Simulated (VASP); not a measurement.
# MoS2 in VASP: a series of runs

MoS2 is run at these levels: PBEsol; tasks: single point, relaxation of cell and atoms.

All numbers are computed with VASP 6.6.1; they aren't measurements. Logs are shortened: lines on timing, memory, paths and dates and some standing lists are left out, and cuts for length are marked.

## 1. The cell of the first run

The cell holds a slab with vacuum, 3 atoms: a = 3.141 Å, b = 3.141 Å, c = 17.337 Å, α = 90.00°, β = 90.00°, γ = 120.00°.

## 2. Single point, PBEsol

File INCAR:

```
SYSTEM = MoS2
PREC = Accurate
ENCUT = 520
EDIFF = 1E-6
ISMEAR = -1
SIGMA = 0.05
LREAL = .False.
LASPH = .True.
NELM = 100
ALGO = Normal
ISIF = 2
LWAVE = .False.
LCHARG = .False.
GGA = PS
NBANDS = 20
```

File KPOINTS:

```
regular mesh
0
Gamma
  12 12 2
  0 0 0
```

File POSCAR:

```
MoS2
1.0
    3.1405156908      0.0000000000      0.0000000000
   -1.5702578454      2.7197663692      0.0000000000
    0.0000000000      0.0000000000     17.3368586703
Mo S
1 2
Direct
    0.0000000000      0.0000000000      0.0000000000
    0.3333333333      0.6666666667      0.0898885246
    0.3333333333      0.6666666667      0.9101114754
```

Potentials or basis: VASP PAW PBE potentials, release 64 (Mo_sv, S).

The run is started by

```console
> cat potpaw_PBE.64/Mo_sv/POTCAR potpaw_PBE.64/S/POTCAR > POTCAR
> mpirun -np 1 vasp_std > vasp.out
```

OUTCAR:

```text
SYSTEM = MoS2
   PREC = Accurate
   ENCUT = 520
   EDIFF = 1E-6
   ISMEAR = -1
   LREAL = .False.
   LASPH = .True.
   NELM = 100
   ISIF = 2
   GGA = PS

 ion  position               nearest neighbor table
   1  0.000  0.000  0.000-   2 2.39   3 2.39   2 2.39   3 2.39   2 2.39   3 2.39
   2  0.333  0.667  0.090-   1 2.39   1 2.39   1 2.39
   3  0.333  0.667  0.910-   1 2.39   1 2.39   1 2.39

  LATTYP: Found a hexagonal cell.
 ALAT       =     3.1405156908
 C/A-ratio  =     5.5203859421

  Lattice vectors:

 A1 = (   3.1405156908,   0.0000000000,   0.0000000000)
 A2 = (  -1.5702578454,   2.7197663692,   0.0000000000)
 A3 = (   0.0000000000,   0.0000000000,  17.3368586703)

Analysis of symmetry for initial positions (statically):
=====================================================================
 Subroutine PRICEL returns:
 Original cell was already a primitive cell.

 Routine SETGRP: Setting up the symmetry group for a
 hexagonal supercell.

 Subroutine GETGRP returns: Found 12 space group operations
 (whereof 12 operations were pure point group operations)
 out of a pool of 24 trial point group operations.

The static configuration has the point symmetry D_3h.

Analysis of symmetry for dynamics (positions and initial velocities):
=====================================================================
 Subroutine PRICEL returns:
 Original cell was already a primitive cell.

 Routine SETGRP: Setting up the symmetry group for a
 hexagonal supercell.

 Subroutine GETGRP returns: Found 12 space group operations
 (whereof 12 operations were pure point group operations)
 out of a pool of 24 trial point group operations.

The dynamic configuration has the point symmetry D_3h.

 Subroutine INISYM returns: Found 12 space group operations
 (whereof 12 operations are pure point group operations),
 and found     1 'primitive' translations

----------------------------------------------------------------------------------------

                                     Primitive cell

  volume of cell :     148.0822

  direct lattice vectors                    reciprocal lattice vectors
     3.140515691  0.000000000  0.000000000     0.318419043  0.183839320  0.000000000
    -1.570257845  2.719766369  0.000000000     0.000000000  0.367678640  0.000000000
     0.000000000  0.000000000 17.336858670     0.000000000  0.000000000  0.057680576

  length of vectors
     3.140515691  3.140515691 17.336858670     0.367678640  0.367678640  0.057680576

  position of ions in fractional coordinates (direct lattice)
     0.000000000  0.000000000  0.000000000
     0.333333333  0.666666667  0.089888525
     0.333333333  0.666666667  0.910111475

  ion indices of the primitive-cell ions
   primitive index   ion index
                 1           1
                 2           2
                 3           3

----------------------------------------------------------------------------------------

 KPOINTS: regular mesh

Automatic generation of k-mesh.
 Grid dimensions read from file:
 generate k-points for:   12   12    2

 Generating k-lattice:

  Cartesian coordinates                     Fractional coordinates (reciprocal lattice)
     0.026534920  0.015319943  0.000000000     0.083333333  0.000000000  0.000000000
     0.000000000  0.030639887  0.000000000     0.000000000  0.083333333  0.000000000
     0.000000000  0.000000000  0.028840288     0.000000000  0.000000000  0.500000000

  Length of vectors
     0.030639887  0.030639887  0.028840288

  Shift w.r.t. Gamma in fractional coordinates (k-lattice)
     0.000000000  0.000000000  0.000000000

 Subroutine IBZKPT returns following result:
 ===========================================

 Found     38 irreducible k-points:

 Following reciprocal coordinates:
            Coordinates               Weight
  0.000000  0.000000  0.000000      1.000000
  0.083333  0.000000  0.000000      6.000000
  0.166667  0.000000  0.000000      6.000000
  0.250000  0.000000  0.000000      6.000000
  0.333333  0.000000  0.000000      6.000000
  0.416667  0.000000  0.000000      6.000000
[... 16 lines left out ...]
  0.250000  0.000000  0.500000      6.000000
  0.333333  0.000000  0.500000      6.000000
 [... further k-points ...]
   k-points           NKPTS =     38   k-points in BZ     NKDIM =     38   number of bands    NBANDS=     20
   number of dos      NEDOS =    301   number of ions     NIONS =      3
   total plane-waves  NPLWV =  80640
   dimension x,y,z NGX =    24 NGY =   24 NGZ =  140
   dimension x,y,z NGXF=    48 NGYF=   48 NGZF=  280
   ions per type =               1   2
   NGX,Y,Z   is equivalent  to a cutoff of  12.70, 12.70, 13.42 a.u.
   NGXF,Y,Z  is equivalent  to a cutoff of  25.41, 25.41, 26.85 a.u.
 SYSTEM =  MoS2
   PREC   = accura    normal or accurate (medium, high low for compatibility)
   ISTART =      0    job   : 0-new  1-cont  2-samecut
   ICHARG =      2    charge: 1-file 2-atom 10-const
   ISPIN  =      1    spin polarized calculation?
   LNONCOLLINEAR =      F non collinear calculations
   LSORBIT =      F    spin-orbit coupling
   LASPH  =      T    aspherical Exc in radial PAW
   ENCUT  =  520.0 eV  38.22 Ry    6.18 a.u.   5.84  5.84 32.24*2*pi/ulx,y,z
   NELM   =    100;   NELMIN=  2; NELMDL= -5     # of ELM steps
   EDIFF  = 0.1E-05   stopping-criterion for ELM
   LREAL  =      F    real-space projection
   EDIFFG = 0.1E-04   stopping-criterion for IOM
   NSW    =      0    number of steps for IOM
   IBRION =     -1    ionic relax: 0-MD 1-quasi-New 2-CG
   NFREE  =      0    steps in history (QN), initial steepest desc. (CG)
   ISIF   =      2    stress and relaxation
   ISYM   =      2    0-nonsym 1-usesym 2-fastsym
   POTIM  = 0.5000    time-step for ionic-motion
   TEBEG  =    0.0;   TEEND  =   0.0 temperature during run
   PSTRESS=    0.0 pullay stress
   NELECT =      26.0000    total number of electrons
   NUPDOWN=      -1.0000    fix difference up-down
   EMIN   =  10.00;   EMAX   =-10.00  energy-range for DOS
   EFERMI =   0.00;   METHOD = LEGACY
   ISMEAR =    -1;   SIGMA  =   0.05  broadening in eV -4-tet -1-fermi 0-gaus
   EFERMI_NEDOS =   21; number of points for ismear=-14 and -15
   IALGO  =     38    algorithm
   IMIX   =      4    mixing-type and parameters
     AMIX     =   0.40;   BMIX     =  1.00
     AMIX_MAG =   1.60;   BMIX_MAG =  1.00
  volume/ion in A,a.u.               =      49.36       333.10
  Fermi-wavevector in a.u.,A,eV,Ry     =   0.916709  1.732329 11.433736  0.840356
  Thomas-Fermi vector in A             =   2.041596
   LORBIT       =      0    0 simple, 1 ext, 2 COOP (PROOUT), +10 PAW based schemes
   GGA     = PS    functional components
   LHFCALC =     F    Hartree Fock is set to
   AEXX    =    0.0000 exact exchange contribution
   IVDW    =     0    specifies the selected vdW correction
   LEPSILON=     F    determine dielectric tensor
   LRPA    =     F    only Hartree local field effects (RPA)
 non-spin polarized calculation
  energy-cutoff  :      520.00
  volume of cell :      148.08
 maximum number of plane-waves:      4010
 NGX is ok and might be reduce to    24
   NGX = 11   NGY = 11   NGZ = 65

 number of electron      26.0000000 magnetization

 Free energy of the ion-electron system (eV)
  ---------------------------------------------------
  ext. energy  EPLUGINS =         0.00000000
  ---------------------------------------------------
  free energy    TOTEN  =       -23.42510953 eV

  energy without entropy =      -23.42510953  energy(sigma->0) =      -23.42510953

 E-fermi :  -0.4443     XC(G=0):  -4.4679

 val. band max:       -1.3546824914   @ k =   0.3333   0.3333   0.5000
 cond. band min:       0.4568981891   @ k =   0.3333   0.3333   0.0000
 fundamental gap:      1.8115806805
 Fermi energy:        -0.4442625262

 k-point     1 :       0.0000    0.0000    0.0000
  band No.  band energies     occupation
      1     -62.0527      2.00000
      2     -36.2649      2.00000
      3     -36.0007      2.00000
      4     -36.0007      2.00000
      5     -15.5760      2.00000
      6     -14.2151      2.00000
[... 12 lines left out ...]
     19       4.4151      0.00000
     20       4.9780      0.00000

 k-point     2 :       0.0833    0.0000    0.0000
  band No.  band energies     occupation
      1     -62.0496      2.00000
      2     -36.2590      2.00000
      3     -36.0306      2.00000
      4     -36.0074      2.00000
      5     -15.4661      2.00000
      6     -14.1702      2.00000
[... 12 lines left out ...]
     19       4.5538      0.00000
     20       5.3745      0.00000

 k-point     3 :       0.1667    0.0000    0.0000
  band No.  band energies     occupation
      1     -62.0413      2.00000
      2     -36.2429      2.00000
      3     -36.1115      2.00000
      4     -36.0258      2.00000
      5     -15.1533      2.00000
      6     -14.0425      2.00000
[... 12 lines left out ...]
     19       4.9561      0.00000
     20       5.9147      0.00000

 k-point     4 :       0.2500    0.0000    0.0000
  band No.  band energies     occupation
      1     -62.0300      2.00000
      2     -36.2208      2.00000
      3     -36.2205      2.00000
      4     -36.0508      2.00000
      5     -14.6887      2.00000
      6     -13.8544      2.00000
[... 12 lines left out ...]
     19       5.5729      0.00000
     20       6.4726      0.00000

 k-point     5 :       0.3333    0.0000    0.0000
  band No.  band energies     occupation
      1     -62.0186      2.00000
      2     -36.3278      2.00000
      3     -36.1986      2.00000
      4     -36.0757      2.00000
      5     -14.1640      2.00000
      6     -13.6468      2.00000
[... 12 lines left out ...]
     19       6.2038      0.00000
     20       6.6204      0.00000
[... 353 lines left out ...]
      6     -14.1702      2.00000
[... 12 lines left out ...]
     19       4.4388      0.00000
     20       5.6697      0.00000

 k-point    22 :       0.1667    0.0000    0.5000
  band No.  band energies     occupation
      1     -62.0413      2.00000
      2     -36.2429      2.00000
      3     -36.1115      2.00000
      4     -36.0258      2.00000
      5     -15.1533      2.00000
      6     -14.0425      2.00000
[... 12 lines left out ...]
     19       4.8628      0.00000
     20       6.0621      0.00000

 k-point    23 :       0.2500    0.0000    0.5000
  band No.  band energies     occupation
      1     -62.0300      2.00000
      2     -36.2208      2.00000
      3     -36.2205      2.00000
      4     -36.0508      2.00000
      5     -14.6887      2.00000
      6     -13.8544      2.00000
[... 12 lines left out ...]
     19       5.4330      0.00000
     20       6.6436      0.00000

 k-point    24 :       0.3333    0.0000    0.5000
  band No.  band energies     occupation
      1     -62.0186      2.00000
      2     -36.3278      2.00000
      3     -36.1986      2.00000
      4     -36.0757      2.00000
      5     -14.1640      2.00000
      6     -13.6468      2.00000
[... 12 lines left out ...]
     19       6.1409      0.00000
     20       6.6368      0.00000

 [... further k-points ...]

------------------------ aborting loop because EDIFF is reached ----------------------------------------

  FORCE on cell =-STRESS in cart. coord.  units (eV):
  Direction    XX          YY          ZZ          XY          YZ          ZX
  --------------------------------------------------------------------------------------
  -------------------------------------------------------------------------------------
  Total       -0.0011082     -0.0011082     -0.0184024      0.0000000      0.0000000      0.0000000
  in kB       -0.0119907     -0.0119907     -0.1991047      0.0000000      0.0000000      0.0000000
  external PRESSURE =      -0.0743620 kB  Pullay stress =       0.0000000 kB

 VOLUME and BASIS-vectors are now :
 -----------------------------------------------------------------------------
  energy-cutoff  :      520.00
  volume of cell :      148.08
      direct lattice vectors                 reciprocal lattice vectors
     3.140515691  0.000000000  0.000000000     0.318419043  0.183839320  0.000000000
    -1.570257845  2.719766369  0.000000000     0.000000000  0.367678640  0.000000000
     0.000000000  0.000000000 17.336858670     0.000000000  0.000000000  0.057680576

 POSITION                                       TOTAL-FORCE (eV/Angst)
 -----------------------------------------------------------------------------------
      0.00000      0.00000      0.00000         0.000000      0.000000      0.000000
     -0.00000      1.81318      1.55838        -0.000000     -0.000000      0.001839
     -0.00000      1.81318     15.77847        -0.000000     -0.000000     -0.001839
 -----------------------------------------------------------------------------------
    total drift:                                0.000000     -0.000000     -0.000000

  FREE ENERGIE OF THE ION-ELECTRON SYSTEM (eV)
  ---------------------------------------------------
  free  energy   TOTEN  =       -23.4251095350 eV

  energy  without entropy=      -23.4251095340  energy(sigma->0) =      -23.42510953
```

Wall time 3.6 min (1 thread of Intel Xeon 8259CL, shared host); peak memory 0.32 GiB.

Results:

| Quantity | Value |
| --- | --- |
| Free energy | -23.4251 eV |
| Band gap on the k mesh | 1.81 eV |

Caveat: the PAW data sets were made with another functional, which shifts forces and pressure a little.

## 3. Relaxation of cell and atoms, PBEsol

This run uses another cell than the first one.

File INCAR:

```
PREC = Accurate
ENCUT = 600
EDIFF = 1E-6
ISMEAR = -1
SIGMA = 0.05
LREAL = F
LASPH = T
NELM = 100
ALGO = Normal
ISIF = 3
LWAVE = F
LCHARG = F
GGA = PS
IBRION = 2
NSW = 50
EDIFFG = -0.01
```

File KPOINTS:

```
regular mesh
0
Gamma
  12 12 2
```

File POSCAR:

```
MoS2
1.0
    3.1841260800      0.0000000000      0.0000000000
   -1.5920630400      2.7575340800      0.0000000000
    0.0000000000      0.0000000000     17.3345999500
Mo S
1 2
Direct
    0.0000000000      0.0000000000      0.0000000000
    0.3333333333      0.6666666667      0.0894929800
    0.3333333333      0.6666666667      0.9105070200
```

Potentials or basis: VASP PAW PBE potentials, release 64 (Mo_sv, S).

The run is started by

```console
> cat potpaw_PBE.64/Mo_sv/POTCAR potpaw_PBE.64/S/POTCAR > POTCAR
> mpirun -np 1 vasp_std > vasp.out
```

Run time: 18 min. Hardware: 1 thread of Intel Xeon 8259CL, shared host; peak memory 0.42 GiB.

Results (log left out):

- Free energy: -23.4265 eV
- Relaxed cell: a = 3.141 Å, b = 3.141 Å, c = 17.379 Å, α = 90.00°, β = 90.00°, γ = 120.00°
- Space group after relaxing (to 0.1 Å): P-6m2 (No. 187)
- Energy gained by relaxing: 6.2 meV/atom
- Ionic steps: 5
- Band gap on the k mesh: 1.81 eV

The path:
```
step  energy change (eV)  largest force (eV/Å)  pressure (GPa)  volume (Å³)
   1              0.0000                0.1463           -1.16       152.20
   2              0.0156                0.7423            2.10       144.25
   3             -0.0149                0.2032            0.09       148.86
   4             -0.0182                0.0630           -0.05       148.35
   5             -0.0186                0.0013           -0.01       148.48
```

Final structure:
```xyz
3
Lattice="3.1409 0.0000 0.0000 -1.5705 2.7201 0.0000 0.0000 0.0000 17.3787" Properties=species:S:1:pos:R:3 pbc="T T T"
Mo    0.0000    0.0000    0.0000
S     0.0000    1.8134    1.5582
S     0.0000    1.8134   15.8205
```

Levels at points of the mesh, in eV from the valence-band top:
| k point | band 11 | band 12 | band 13 | band 14 | band 15 | band 16 |
| --- | --- | --- | --- | --- | --- | --- |
| (0.00, 0.00, 0.00) | -1.46 | -1.46 | -0.08 | 2.90 | 2.90 | 3.17 |
| (0.50, 0.00, 0.00) | -1.93 | -0.88 | -0.66 | 2.41 | 2.92 | 3.97 |
| (0.00, 0.00, 0.50) | -1.46 | -1.46 | -0.08 | 2.90 | 2.90 | 3.17 |
| (0.50, 0.00, 0.50) | -1.93 | -0.88 | -0.66 | 2.41 | 2.92 | 3.97 |

Caveat: the PAW data sets were made with another functional, which shifts forces and pressure a little.
